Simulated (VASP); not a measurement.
Write the native input for VASP 6.6.1 that does the following.

- Task: single point
- Functional: PBE
- Potentials or basis: VASP PAW PBE potentials, release 64 (Nd_3, Al, O), 4f in core
- Cutoff: 600 eV
- k mesh: 4 × 4 × 4
- Occupations: gaussian, width 0.1 eV
- Spin: no spin polarisation
- Dipole correction: no
- Mended: yes
- Further INCAR settings: ALGO = Normal; EDIFF = 1e-06; NBANDS = 41

The structure of Nd2AlO lies in POSCAR:

```
Nd2AlO
1.0
    0.0000000000      5.1624487578      5.1624487578
    5.1624487578      0.0000000000      5.1624487578
    5.1624487578      5.1624487578      0.0000000000
Nd Al O
4 2 2
Direct
    0.1250000000      0.1250000000      0.1250000000
    0.1250000000      0.1250000000      0.6250000000
    0.1250000000      0.6250000000      0.1250000000
    0.6250000000      0.1250000000      0.1250000000
    0.7500000000      0.7500000000      0.7500000000
    0.5000000000      0.5000000000      0.5000000000
    0.2500000000      0.2500000000      0.2500000000
    0.0000000000      0.0000000000      0.0000000000
```

The cell was built from a structure type or drawn by symmetry, and may not be a known phase.

The input as run:

INCAR

```
PREC = Accurate
ENCUT = 600
EDIFF = 1E-6
ISMEAR = 0
SIGMA = 0.1
LREAL = F
LASPH = T
NELM = 200
ALGO = Normal
ISIF = 2
LWAVE = F
LCHARG = F
GGA = PE
NBANDS = 41
GGA_COMPAT = F
LMAXMIX = 6
```

KPOINTS

```
regular mesh
0
Gamma
  4 4 4
```

Potentials or basis: VASP PAW PBE potentials, release 64 (Nd_3, Al, O), 4f in core.

The run is started by

```bash
$ cat potpaw_PBE.64/Nd_3/POTCAR potpaw_PBE.64/Al/POTCAR potpaw_PBE.64/O/POTCAR > POTCAR
$ mpirun -np 1 vasp_std > vasp.out
```

It gave:

| Item | Value |
| --- | --- |
| Pressure | 0.4 GPa |
| Band gap on the k mesh | zero (bands 31 and 32 overlap by 0.29 eV) |

Caveat: spin-orbit coupling is left out, which moves the levels of the heavy elements; the 4f electrons are frozen in the core, so they carry no moment and show no levels; the run has no spin polarisation, though such a crystal can be magnetic.

Wall time 77 s on 1 thread of Intel(R) Xeon(R) 6975P-C (Granite Rapids) (shared host), peak memory 0.53 GiB.
